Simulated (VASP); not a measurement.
# GaAs (F-43m) in VASP: notebook

The runs below take GaAs through single point, with PBE, PBEsol.

Everything below comes from runs of VASP 6.6.1. Logs are shortened: lines on timing, memory, paths and dates and some standing lists are left out, and cuts for length are marked.

**The experiment to reproduce.**

“Evidence of valence band perturbations in GaAsN/GaAs(001): A combined variable-angle spectroscopic ellipsometry and modulated photoreflectance investigation”, 2008, arxiv:0805.2212 reports, for a bulk crystal of GaAs at 300 K: band gap 1.412 ± 0.01 eV (direct).

How close the calculation comes is told below.

## 1. The cell of the first run

The structure is cubic, space group F-43m (No. 216). Conventional cell: a = 5.672 Å, b = 5.672 Å, c = 5.672 Å, α = 90.00°, β = 90.00°, γ = 90.00°. Ga (site symmetry -43m) has 4 As at 2.46 Å within 3.2 Å. Within 3.2 Å of As (site symmetry -43m) lie 4 Ga at 2.46 Å.

## 2. Single point, PBE (volume scaled by 1.01)

INCAR reads:

```
  PREC = Accurate
  ENCUT = 520
  EDIFF = 1E-6
  ISMEAR = -1
  SIGMA = 0.05
  LREAL = F
  LASPH = T
  NELM = 60
  ALGO = Normal
  ISIF = 2
  LWAVE = F
  LCHARG = F
  GGA = PE
  NBANDS = 16
```

KPOINTS reads:

```
Automatic mesh
0
Gamma
  11 11 11
```

POSCAR reads:

```
GaAs
1.0
    0.0000000000      2.8362415972      2.8362415972
    2.8362415972      0.0000000000      2.8362415972
    2.8362415972      2.8362415972      0.0000000000
Ga As
1 1
Direct
    0.0000000000      0.0000000000      0.0000000000
    0.7500000000      0.7500000000      0.7500000000
```

Potentials or basis: VASP PAW PBE potentials, release 64 (Ga_d, As).

Command:

```console
cat potpaw_PBE.64/Ga_d/POTCAR potpaw_PBE.64/As/POTCAR > POTCAR
mpirun -np 1 vasp_std > vasp.out
```

OUTCAR:

```text
PREC = Accurate
   ENCUT = 520
   EDIFF = 1E-6
   ISMEAR = -1
   LREAL = F
   LASPH = T
   NELM = 60
   ISIF = 2
   GGA = PE

 ion  position               nearest neighbor table
   1  0.000  0.000  0.000-   2 2.46   2 2.46   2 2.46   2 2.46
   2  0.750  0.750  0.750-   1 2.46   1 2.46   1 2.46   1 2.46

  LATTYP: Found a face centered cubic cell.
 ALAT       =     5.6724831944

  Lattice vectors:

 A1 = (   0.0000000000,   2.8362415972,   2.8362415972)
 A2 = (   2.8362415972,   0.0000000000,   2.8362415972)
 A3 = (   2.8362415972,   2.8362415972,   0.0000000000)

Analysis of symmetry for initial positions (statically):
=====================================================================
 Subroutine PRICEL returns:
 Original cell was already a primitive cell.

 Routine SETGRP: Setting up the symmetry group for a
 face centered cubic supercell.

 Subroutine GETGRP returns: Found 24 space group operations
 (whereof 24 operations were pure point group operations)
 out of a pool of 48 trial point group operations.

The static configuration has the point symmetry T_d .

Analysis of symmetry for dynamics (positions and initial velocities):
=====================================================================
 Subroutine PRICEL returns:
 Original cell was already a primitive cell.

 Routine SETGRP: Setting up the symmetry group for a
 face centered cubic supercell.

 Subroutine GETGRP returns: Found 24 space group operations
 (whereof 24 operations were pure point group operations)
 out of a pool of 48 trial point group operations.

The dynamic configuration has the point symmetry T_d .

 Subroutine INISYM returns: Found 24 space group operations
 (whereof 24 operations are pure point group operations),
 and found     1 'primitive' translations

----------------------------------------------------------------------------------------

                                     Primitive cell

  volume of cell :      45.6310

  direct lattice vectors                    reciprocal lattice vectors
     0.000000000  2.836241597  2.836241597    -0.176289636  0.176289636  0.176289636
     2.836241597  0.000000000  2.836241597     0.176289636 -0.176289636  0.176289636
     2.836241597  2.836241597  0.000000000     0.176289636  0.176289636 -0.176289636
[... 74 lines left out ...]
 SYSTEM =  unknown system
   PREC   = accura    normal or accurate (medium, high low for compatibility)
   ISTART =      0    job   : 0-new  1-cont  2-samecut
   ICHARG =      2    charge: 1-file 2-atom 10-const
   ISPIN  =      1    spin polarized calculation?
   LNONCOLLINEAR =      F non collinear calculations
   LSORBIT =      F    spin-orbit coupling
   LASPH  =      T    aspherical Exc in radial PAW
   ENCUT  =  520.0 eV  38.22 Ry    6.18 a.u.   7.46  7.46  7.46*2*pi/ulx,y,z
   NELM   =     60;   NELMIN=  2; NELMDL= -5     # of ELM steps
   EDIFF  = 0.1E-05   stopping-criterion for ELM
   LREAL  =      F    real-space projection
   EDIFFG = 0.1E-04   stopping-criterion for IOM
   NSW    =      0    number of steps for IOM
   IBRION =     -1    ionic relax: 0-MD 1-quasi-New 2-CG
   NFREE  =      0    steps in history (QN), initial steepest desc. (CG)
   ISIF   =      2    stress and relaxation
   ISYM   =      2    0-nonsym 1-usesym 2-fastsym
   POTIM  = 0.5000    time-step for ionic-motion
   TEBEG  =    0.0;   TEEND  =   0.0 temperature during run
   PSTRESS=    0.0 pullay stress
   NELECT =      18.0000    total number of electrons
   NUPDOWN=      -1.0000    fix difference up-down
   EMIN   =  10.00;   EMAX   =-10.00  energy-range for DOS
   EFERMI =   0.00;   METHOD = LEGACY
   ISMEAR =    -1;   SIGMA  =   0.05  broadening in eV -4-tet -1-fermi 0-gaus
   EFERMI_NEDOS =   21; number of points for ismear=-14 and -15
   IALGO  =     38    algorithm
   IMIX   =      4    mixing-type and parameters
     AMIX     =   0.40;   BMIX     =  1.00
     AMIX_MAG =   1.60;   BMIX_MAG =  1.00
  volume/ion in A,a.u.               =      22.82       153.97
  Fermi-wavevector in a.u.,A,eV,Ry     =   1.200639  2.268879 19.613261  1.441534
  Thomas-Fermi vector in A             =   2.336470
   LORBIT       =      0    0 simple, 1 ext, 2 COOP (PROOUT), +10 PAW based schemes
   GGA     = PE    functional components
   LHFCALC =     F    Hartree Fock is set to
   AEXX    =    0.0000 exact exchange contribution
   IVDW    =     0    specifies the selected vdW correction
   LEPSILON=     F    determine dielectric tensor
   LRPA    =     F    only Hartree local field effects (RPA)
 non-spin polarized calculation
  energy-cutoff  :      520.00
  volume of cell :       45.63
 maximum number of plane-waves:      1245
 NGX is ok and might be reduce to    30
   NGX = 15   NGY = 15   NGZ = 15

 number of electron      17.9999988 magnetization

 Free energy of the ion-electron system (eV)
  ---------------------------------------------------
  ext. energy  EPLUGINS =         0.00000000
  ---------------------------------------------------
  free energy    TOTEN  =        -8.26023553 eV

  energy without entropy =       -8.26021264  energy(sigma->0) =       -8.26022408

 E-fermi :   4.1012     XC(G=0):  -9.5438

 val. band max:        3.8377152856   @ k =   0.0000   0.0000   0.0000
 cond. band min:       4.2836029825   @ k =   0.0000   0.0000   0.0000
 fundamental gap:      0.4458876969
 Fermi energy:         4.1011517953

 k-point     1 :       0.0000    0.0000    0.0000
  band No.  band energies     occupation
      1     -10.9504      2.00000
      2     -10.9504      2.00000
      3     -10.9504      2.00000
      4     -10.8736      2.00000
      5     -10.8736      2.00000
      6      -8.8167      2.00000
[... 433 lines left out ...]
      3     -10.9333      2.00000
      4     -10.8765      2.00000
      5     -10.8715      2.00000
      6      -7.8732      2.00000
[... 8 lines left out ...]
     15      14.0280      0.00000
     16      14.7260      0.00000

 [... further k-points ...]
[... 5 lines left out ...]
  --------------------------------------------------------------------------------------
  -------------------------------------------------------------------------------------
  Total        0.7759790      0.7759790      0.7759790      0.0000000      0.0000000      0.0000000
  in kB       27.2458847     27.2458847     27.2458847      0.0000000      0.0000000      0.0000000
  external PRESSURE =      27.2458847 kB  Pullay stress =       0.0000000 kB

 VOLUME and BASIS-vectors are now :
 -----------------------------------------------------------------------------
  energy-cutoff  :      520.00
  volume of cell :       45.63
      direct lattice vectors                 reciprocal lattice vectors
     0.000000000  2.836241597  2.836241597    -0.176289636  0.176289636  0.176289636
     2.836241597  0.000000000  2.836241597     0.176289636 -0.176289636  0.176289636
     2.836241597  2.836241597  0.000000000     0.176289636  0.176289636 -0.176289636

 POSITION                                       TOTAL-FORCE (eV/Angst)
 -----------------------------------------------------------------------------------
      0.00000      0.00000      0.00000        -0.000000     -0.000000     -0.000000
      4.25436      4.25436      4.25436         0.000000      0.000000      0.000000
 -----------------------------------------------------------------------------------
    total drift:                               -0.000002     -0.000002     -0.000002

  FREE ENERGIE OF THE ION-ELECTRON SYSTEM (eV)
  ---------------------------------------------------
  free  energy   TOTEN  =        -8.2602355255 eV

  energy  without entropy=       -8.2602126423  energy(sigma->0) =       -8.26022408
```

OSZICAR:

```text
N       E                     dE             d eps       ncg     rms          rms(c)
DAV:   1     0.832252851506E+02    0.83225E+02   -0.90034E+03  1832   0.155E+03
DAV:   2    -0.172429493291E+01   -0.84950E+02   -0.81201E+02  2088   0.312E+02
DAV:   3    -0.831645626034E+01   -0.65922E+01   -0.65711E+01  2144   0.663E+01
DAV:   4    -0.841606847520E+01   -0.99612E-01   -0.99601E-01  2248   0.905E+00
DAV:   5    -0.841751015263E+01   -0.14417E-02   -0.14417E-02  2192   0.983E-01    0.287E+00
DAV:   6    -0.827798913764E+01    0.13952E+00   -0.21038E-01  2768   0.783E+00    0.173E+00
DAV:   7    -0.825888745731E+01    0.19102E-01   -0.61971E-02  2152   0.178E+00    0.559E-01
DAV:   8    -0.825972320715E+01   -0.83575E-03   -0.10143E-02  2152   0.113E+00    0.106E-01
DAV:   9    -0.826011959287E+01   -0.39639E-03   -0.93252E-04  2248   0.357E-01    0.510E-02
DAV:  10    -0.826018474659E+01   -0.65154E-04   -0.70359E-05  2416   0.856E-02    0.277E-02
DAV:  11    -0.826023520678E+01   -0.50460E-04   -0.70873E-05  2016   0.624E-02    0.310E-03
DAV:  12    -0.826023552553E+01   -0.31876E-06   -0.10665E-06  1888   0.149E-02
   1 F= -.82602355E+01 E0= -.82602241E+01  d E =-.228832E-04
```

Run time: 53 s. Hardware: 1 thread of Intel Xeon Platinum 8375C at 2.90GHz (Ice Lake), shared host; peak memory 0.19 GiB.

Results:

```
Free energy            : -8.2602 eV
Pressure               : 2.7 GPa
Band gap on the k mesh : 0.45 eV, direct
```

## 3. Single point, PBE (volume scaled by 1.04)

INCAR reads:

```
SYSTEM = GaAs
PREC = Accurate
ENCUT = 520
EDIFF = 1E-6
ISMEAR = -1
SIGMA = 0.05
LREAL = .FALSE.
LASPH = .TRUE.
NELM = 60
ALGO = Normal
ISIF = 2
LWAVE = .FALSE.
LCHARG = .FALSE.
GGA = PE
NBANDS = 16
```

KPOINTS reads:

```
Automatic mesh
0
G
  11 11 11
  0 0 0
```

POSCAR reads:

```
GaAs
1.0
    0.0000000000      2.8640496607      2.8640496607
    2.8640496607      0.0000000000      2.8640496607
    2.8640496607      2.8640496607      0.0000000000
Ga As
1 1
Direct
    0.0000000000      0.0000000000      0.0000000000
    0.7500000000      0.7500000000      0.7500000000
```

Potentials or basis: VASP PAW PBE potentials, release 64 (Ga_d, As).

Command:

```console
cat potpaw_PBE.64/Ga_d/POTCAR potpaw_PBE.64/As/POTCAR > POTCAR
mpirun -np 1 vasp_std > vasp.out
```

Run time: 41 s. Hardware: 1 thread of Intel Xeon Platinum 8375C at 2.90GHz (Ice Lake), shared host; peak memory 0.19 GiB.

The run converged. Its results:

```yaml
Free_energy: -8.2747 eV
Pressure: 0.7 GPa
Band_gap_on_the_k_mesh: 0.23 eV, direct
```

Levels at points of the mesh, in eV from the valence-band top:
```
           k point  band 6  band 7  band 8  band 9  band 10  band 11  band 12  band 13
(0.00, 0.00, 0.00)  -12.45    0.00    0.00    0.00     0.23     3.72     3.72     3.72
```

(Continued in part 2 of 2.)
